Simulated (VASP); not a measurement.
# Ta4O (P6/mmm) in VASP: a series of runs

Ta4O is run at these levels: PBE; tasks: relaxation of cell and atoms, single point.

Everything below comes from runs of VASP 6.6.1. Logs are shortened: lines on timing, memory, paths and dates and some standing lists are left out, and cuts for length are marked.

## 1. The cell of the first run

The structure is hexagonal, space group P6/mmm (No. 191). The conventional cell has a = 4.826 Å, b = 4.826 Å, c = 3.597 Å, α = 90.00°, β = 90.00°, γ = 120.00°. Within 3.2 Å of Ta (site symmetry mmm) lie 8 Ta at 2.41 to 3.01 Å and 2 O at 2.41 Å. Within 2.4 Å of Ta (site symmetry 6/mmm) lie 2 O at 1.80 Å. O (site symmetry 6/mmm) has 8 Ta at 1.80 to 2.41 Å within 2.5 Å.

The cell was generated, and may not be a known phase.

## 2. Relaxation of cell and atoms, PBE

File INCAR:

```
SYSTEM = Ta4O
PREC = Accurate ; ENCUT = 600
EDIFF = 1E-6 ; ISMEAR = 0
SIGMA = 0.1 ; LREAL = .FALSE.
LASPH = .TRUE. ; NELM = 100
ALGO = Normal ; ISIF = 3
LWAVE = .FALSE. ; LCHARG = .FALSE.
GGA = PE ; IBRION = 2
NSW = 90 ; EDIFFG = -0.04
```

File KPOINTS:

```
regular mesh
0
G
  6 6 6
  0 0 0
```

File POSCAR:

```
Ta4O
1.0
    4.8261951200      0.0000000000      0.0000000000
   -2.4130975600      4.1796075700      0.0000000000
    0.0000000000      0.0000000000      3.5967684800
Ta O
4 1
Direct
    0.5000000000      0.0000000000      0.5000000000
    0.0000000000      0.5000000000      0.5000000000
    0.5000000000      0.5000000000      0.5000000000
    0.0000000000      0.0000000000      0.0000000000
    0.0000000000      0.0000000000      0.5000000000
```

Potentials or basis: VASP PAW PBE potentials, release 64 (Ta_pv, O).

On the command line:

```bash
$ cat potpaw_PBE.64/Ta_pv/POTCAR potpaw_PBE.64/O/POTCAR > POTCAR
$ mpirun -np 1 vasp_std > vasp.out
```

OUTCAR:

```text
SYSTEM = Ta4O
   PREC = Accurate
   ENCUT = 600
   EDIFF = 1E-6
   ISMEAR = 0
   LREAL = .FALSE.
   LASPH = .TRUE.
   NELM = 100
   ISIF = 3
   GGA = PE
   IBRION = 2
   NSW = 90
   EDIFFG = -0.04

 ion  position               nearest neighbor table
   1  0.500  0.000  0.500-   2 2.41   3 2.41   3 2.41   2 2.41   5 2.41   5 2.41   4 3.01   4 3.01
                             4 3.01   4 3.01
   2  0.000  0.500  0.500-   1 2.41   5 2.41   5 2.41   1 2.41   3 2.41   3 2.41   4 3.01   4 3.01
                             4 3.01   4 3.01
   3  0.500  0.500  0.500-   1 2.41   5 2.41   1 2.41   5 2.41   2 2.41   2 2.41   4 3.01   4 3.01
                             4 3.01   4 3.01
   4  0.000  0.000  0.000-   5 1.80   5 1.80   2 3.01   2 3.01   3 3.01   3 3.01   2 3.01   2 3.01
                             3 3.01   3 3.01   1 3.01   1 3.01   1 3.01   1 3.01
   5  0.000  0.000  0.500-   4 1.80   4 1.80   2 2.41   3 2.41   2 2.41   3 2.41   1 2.41   1 2.41

  LATTYP: Found a hexagonal cell.
 ALAT       =     4.8261951200
 C/A-ratio  =     0.7452596488

  Lattice vectors:

 A1 = (   4.8261951200,   0.0000000000,   0.0000000000)
 A2 = (  -2.4130975600,   4.1796075700,   0.0000000000)
 A3 = (   0.0000000000,   0.0000000000,   3.5967684800)

Analysis of symmetry for initial positions (statically):
=====================================================================
 Subroutine PRICEL returns:
 Original cell was already a primitive cell.

 Routine SETGRP: Setting up the symmetry group for a
 hexagonal supercell.

 Subroutine GETGRP returns: Found 24 space group operations
 (whereof 24 operations were pure point group operations)
 out of a pool of 24 trial point group operations.

The static configuration has the point symmetry D_6h.

Analysis of symmetry for dynamics (positions and initial velocities):
=====================================================================
 Subroutine PRICEL returns:
 Original cell was already a primitive cell.

 Routine SETGRP: Setting up the symmetry group for a
 hexagonal supercell.

 Subroutine GETGRP returns: Found 24 space group operations
 (whereof 24 operations were pure point group operations)
 out of a pool of 24 trial point group operations.

The dynamic configuration has the point symmetry D_6h.

 Subroutine INISYM returns: Found 24 space group operations
 (whereof 24 operations are pure point group operations),
 and found     1 'primitive' translations

----------------------------------------------------------------------------------------

                                     Primitive cell

  volume of cell :      72.5526

  direct lattice vectors                    reciprocal lattice vectors
     4.826195120  0.000000000  0.000000000     0.207202563  0.119628456  0.000000000
    -2.413097560  4.179607570  0.000000000     0.000000000  0.239256912  0.000000000
     0.000000000  0.000000000  3.596768480     0.000000000  0.000000000  0.278027347

  length of vectors
     4.826195120  4.826195113  3.596768480     0.239256912  0.239256912  0.278027347

  position of ions in fractional coordinates (direct lattice)
     0.500000000  0.000000000  0.500000000
     0.000000000  0.500000000  0.500000000
     0.500000000  0.500000000  0.500000000
     0.000000000  0.000000000  0.000000000
     0.000000000  0.000000000  0.500000000

  ion indices of the primitive-cell ions
   primitive index   ion index
                 1           1
                 2           2
                 3           3
                 4           4
                 5           5

----------------------------------------------------------------------------------------

 KPOINTS: regular mesh

Automatic generation of k-mesh.
 Grid dimensions read from file:
 generate k-points for:    6    6    6

 Generating k-lattice:

  Cartesian coordinates                     Fractional coordinates (reciprocal lattice)
     0.034533761  0.019938076  0.000000000     0.166666667  0.000000000  0.000000000
     0.000000000  0.039876152  0.000000000     0.000000000  0.166666667  0.000000000
     0.000000000  0.000000000  0.046337891     0.000000000  0.000000000  0.166666667

  Length of vectors
     0.039876152  0.039876152  0.046337891

  Shift w.r.t. Gamma in fractional coordinates (k-lattice)
     0.000000000  0.000000000  0.000000000

 Subroutine IBZKPT returns following result:
 ===========================================

 Found     28 irreducible k-points:

 Following reciprocal coordinates:
            Coordinates               Weight
  0.000000  0.000000  0.000000      1.000000
  0.166667 -0.000000  0.000000      6.000000
  0.333333 -0.000000  0.000000      6.000000
  0.500000 -0.000000  0.000000      3.000000
  0.166667  0.166667  0.000000      6.000000
  0.333333  0.166667  0.000000     12.000000
[... 16 lines left out ...]
  0.166667 -0.000000  0.500000      6.000000
  0.333333 -0.000000  0.500000      6.000000
 [... further k-points ...]
   k-points           NKPTS =     28   k-points in BZ     NKDIM =     28   number of bands    NBANDS=     30
   number of dos      NEDOS =    301   number of ions     NIONS =      5
   total plane-waves  NPLWV =  48000
   dimension x,y,z NGX =    40 NGY =   40 NGZ =   30
   dimension x,y,z NGXF=    80 NGYF=   80 NGZF=   60
   ions per type =               4   1
   NGX,Y,Z   is equivalent  to a cutoff of  13.78, 13.78, 13.87 a.u.
   NGXF,Y,Z  is equivalent  to a cutoff of  27.56, 27.56, 27.73 a.u.
 SYSTEM =  Ta4O
   PREC   = accura    normal or accurate (medium, high low for compatibility)
   ISTART =      0    job   : 0-new  1-cont  2-samecut
   ICHARG =      2    charge: 1-file 2-atom 10-const
   ISPIN  =      1    spin polarized calculation?
   LNONCOLLINEAR =      F non collinear calculations
   LSORBIT =      F    spin-orbit coupling
   LASPH  =      T    aspherical Exc in radial PAW
   ENCUT  =  600.0 eV  44.10 Ry    6.64 a.u.   9.64  9.64  7.18*2*pi/ulx,y,z
   NELM   =    100;   NELMIN=  2; NELMDL= -5     # of ELM steps
   EDIFF  = 0.1E-05   stopping-criterion for ELM
   LREAL  =      F    real-space projection
   EDIFFG = -.4E-01   stopping-criterion for IOM
   NSW    =     90    number of steps for IOM
   IBRION =      2    ionic relax: 0-MD 1-quasi-New 2-CG
   NFREE  =      1    steps in history (QN), initial steepest desc. (CG)
   ISIF   =      3    stress and relaxation
   ISYM   =      2    0-nonsym 1-usesym 2-fastsym
   POTIM  = 0.5000    time-step for ionic-motion
   TEBEG  =    0.0;   TEEND  =   0.0 temperature during run
   PSTRESS=    0.0 pullay stress
   NELECT =      50.0000    total number of electrons
   NUPDOWN=      -1.0000    fix difference up-down
   EMIN   =  10.00;   EMAX   =-10.00  energy-range for DOS
   EFERMI =   0.00;   METHOD = LEGACY
   ISMEAR =     0;   SIGMA  =   0.10  broadening in eV -4-tet -1-fermi 0-gaus
   EFERMI_NEDOS =   21; number of points for ismear=-14 and -15
   IALGO  =     38    algorithm
   IMIX   =      4    mixing-type and parameters
     AMIX     =   0.40;   BMIX     =  1.00
     AMIX_MAG =   1.60;   BMIX_MAG =  1.00
  volume/ion in A,a.u.               =      14.51        97.92
  Fermi-wavevector in a.u.,A,eV,Ry     =   1.446041  2.732621 28.450244  2.091034
  Thomas-Fermi vector in A             =   2.564154
   LORBIT       =      0    0 simple, 1 ext, 2 COOP (PROOUT), +10 PAW based schemes
   GGA     = PE    functional components
   LHFCALC =     F    Hartree Fock is set to
   AEXX    =    0.0000 exact exchange contribution
   IVDW    =     0    specifies the selected vdW correction
   LEPSILON=     F    determine dielectric tensor
   LRPA    =     F    only Hartree local field effects (RPA)
 conjugate gradient relaxation of ions
 non-spin polarized calculation
 Gauss-broadening in eV      SIGMA  =   0.10
  energy-cutoff  :      600.00
  volume of cell :       72.55
 maximum number of plane-waves:      2444
 NGX is ok and might be reduce to    40
   NGX = 19   NGY = 19   NGZ = 15

--------------------------------------- Ionic step        1  -------------------------------------------

 number of electron      49.9999995 magnetization

 Free energy of the ion-electron system (eV)
  ---------------------------------------------------
  ext. energy  EPLUGINS =         0.00000000
  ---------------------------------------------------
  free energy    TOTEN  =       -45.73954725 eV

  energy without entropy =      -45.72157590  energy(sigma->0) =      -45.73056157

------------------------ aborting loop because EDIFF is reached ----------------------------------------

  FORCE on cell =-STRESS in cart. coord.  units (eV):
  Direction    XX          YY          ZZ          XY          YZ          ZX
  --------------------------------------------------------------------------------------
  -------------------------------------------------------------------------------------
  Total       33.3092046     33.3092045     24.8131942      0.0000000      0.0000000      0.0000000
  in kB      735.5665614    735.5665588    547.9493167      0.0000000      0.0000000      0.0000000
  external PRESSURE =     673.0274790 kB  Pullay stress =       0.0000000 kB
[... 26 lines left out ...]
--------------------------------------- Ionic step        2  -------------------------------------------

 number of electron      50.0000008 magnetization

 E-fermi :   1.3830     XC(G=0):  -9.2490

 val. band max:        1.3804005025   @ k =   0.3333   0.1667   0.1667
 cond. band min:       1.3929830815   @ k =   0.1667  -0.0000   0.3333
 fundamental gap:      0.0125825789
 Fermi energy:         1.3829847335

 k-point     1 :       0.0000    0.0000    0.0000
  band No.  band energies     occupation
      1     -34.6837      2.00000
      2     -34.5600      2.00000
      3     -34.5600      2.00000
      4     -34.0902      2.00000
      5     -34.0555      2.00000
      6     -34.0555      2.00000
[... 854 lines left out ...]
  FREE ENERGIE OF THE ION-ELECTRON SYSTEM (eV)
  ---------------------------------------------------
  free  energy   TOTEN  =       -49.4134688065 eV

  energy  without entropy=      -49.3863088603  energy(sigma->0) =      -49.39988883

[... ionic steps 4 to 7 ...]

--------------------------------------- Ionic step        8  -------------------------------------------

 number of electron      50.0000009 magnetization

------------------------ aborting loop because EDIFF is reached ----------------------------------------
[... 73 lines left out ...]
--------------------------------------- Ionic step       10  -------------------------------------------

 number of electron      50.0000010 magnetization

 Free energy of the ion-electron system (eV)
  ---------------------------------------------------
  ext. energy  EPLUGINS =         0.00000000
  ---------------------------------------------------
  free energy    TOTEN  =       -49.54190294 eV

  energy without entropy =      -49.51354992  energy(sigma->0) =      -49.52772643

 E-fermi :   4.6170     XC(G=0): -11.4868

 val. band max:        4.5941527354   @ k =   0.0000   0.0000   0.5000
 cond. band min:       4.6210212991   @ k =   0.3333   0.3333   0.0000
 fundamental gap:      0.0268685637
 Fermi energy:         4.6170419370

 k-point     1 :       0.0000    0.0000    0.0000
  band No.  band energies     occupation
      1     -30.8279      2.00000
      2     -30.7248      2.00000
      3     -30.3922      2.00000
      4     -30.3922      2.00000
      5     -30.0701      2.00000
      6     -30.0701      2.00000
[... 815 lines left out ...]
  FREE ENERGIE OF THE ION-ELECTRON SYSTEM (eV)
  ---------------------------------------------------
  free  energy   TOTEN  =       -49.5419029364 eV

  energy  without entropy=      -49.5135499248  energy(sigma->0) =      -49.52772643

 reached required accuracy - stopping structural energy minimisation
```

It took 17 min on 1 thread of Intel Xeon 8259CL, shared host; peak memory 0.26 GiB.

What came out:

```
Free energy                           : -49.5419 eV
Relaxed volume                        : 19.00 Å³/atom
Relaxed cell                          : a = 5.382 Å, b = 5.382 Å, c = 3.788 Å, α = 90.00°, β = 90.00°, γ = 120.00°
Space group after relaxing (to 0.1 Å) : P6/mmm (No. 191)
Pressure after relaxing               : 0.0 GPa
Band gap on the k mesh                : zero (bands 25 and 26 overlap by 1.91 eV)
```

Stress tensor (GPa, compression positive):
```
-0.02  0.00  0.00
 0.00 -0.02  0.00
 0.00  0.00  0.10
```

Final structure:
```
Ta O
1.0
     5.38193    0.00000    0.00000
    -2.69097    4.66089    0.00000
     0.00000    0.00000    3.78785
Ta O
4 1
Cartesian
  2.6910 0.0000 1.8939
  -1.3455 2.3304 1.8939
  1.3455 2.3304 1.8939
  5.3819 0.0000 0.0000
  0.0000 0.0000 1.8939
```

Caveat: the volume moved by over 15 % at a fixed basis, so the end points are rough; spin-orbit coupling is left out, which moves the levels of the heavy elements.

## 3. Single point, PBE

This run uses another cell than the first one, of 18.92 Å³/atom.

File INCAR:

```
  PREC = Accurate
  ENCUT = 520
  EDIFF = 1E-7
  ISMEAR = 0
  SIGMA = 0.1
  LREAL = F
  LASPH = T
  NELM = 100
  ALGO = Normal
  ISIF = 2
  LWAVE = F
  LCHARG = F
  GGA = PE
  NBANDS = 33
```

File KPOINTS:

```
Automatic mesh
0
Gamma
  12 12 10
```

Edit POSCAR of step 2 so:

```diff
@@ -2,5 +2,5 @@
 1.0
-    4.8261951200      0.0000000000      0.0000000000
-   -2.4130975600      4.1796075700      0.0000000000
-    0.0000000000      0.0000000000      3.5967684800
+    5.3732782742      0.0000000000      0.0000000000
+   -2.6866391371      4.6533954871      0.0000000000
+    0.0000000000      0.0000000000      3.7840824420
 Ta O
```

Potentials or basis: VASP PAW PBE potentials, release 64 (Ta_pv, O).

On the command line:

```bash
$ cat potpaw_PBE.64/Ta_pv/POTCAR potpaw_PBE.64/O/POTCAR > POTCAR
$ mpirun -np 1 vasp_std > vasp.out
```

It took 8.8 min on 1 thread of Intel Xeon 8259CL, shared host; peak memory 0.4 GiB.

The run converged. Its results:

| Quantity | Value |
| --- | --- |
| Free energy | -49.6040 eV |
| Pressure | 0.3 GPa |
| Band gap on the k mesh | zero (bands 25 and 26 overlap by 1.94 eV) |

Stress tensor (GPa, compression positive):
```
0.06 0.00 0.00
0.00 0.06 0.00
0.00 0.00 0.65
```

Levels at points of the mesh, in eV from the Fermi level:
| k point | band 21 | band 22 | band 23 | band 24 | band 25 | band 26 | band 27 | band 28 | band 29 | band 30 |
| --- | --- | --- | --- | --- | --- | --- | --- | --- | --- | --- |
| (0.00, 0.00, 0.00) | -1.97 | -1.97 | -1.61 | -1.20 | -0.69 | -0.69 | 2.24 | 2.31 | 2.31 | 3.06 |
| (0.50, 0.00, 0.00) | -1.00 | -0.94 | -0.92 | -0.74 | -0.63 | -0.29 | 0.02 | 0.52 | 0.59 | 1.48 |
| (0.00, 0.00, 0.50) | -2.73 | -1.91 | -1.91 | -1.77 | -0.03 | -0.03 | 1.96 | 3.08 | 3.22 | 3.22 |
| (0.50, 0.00, 0.50) | -1.11 | -0.92 | -0.79 | -0.56 | 0.35 | 0.43 | 1.22 | 1.48 | 1.64 | 2.29 |

Caveat: spin-orbit coupling is left out, which moves the levels of the heavy elements.

The gap in the log of VASP goes by the Fermi energy; the results here count the filled bands.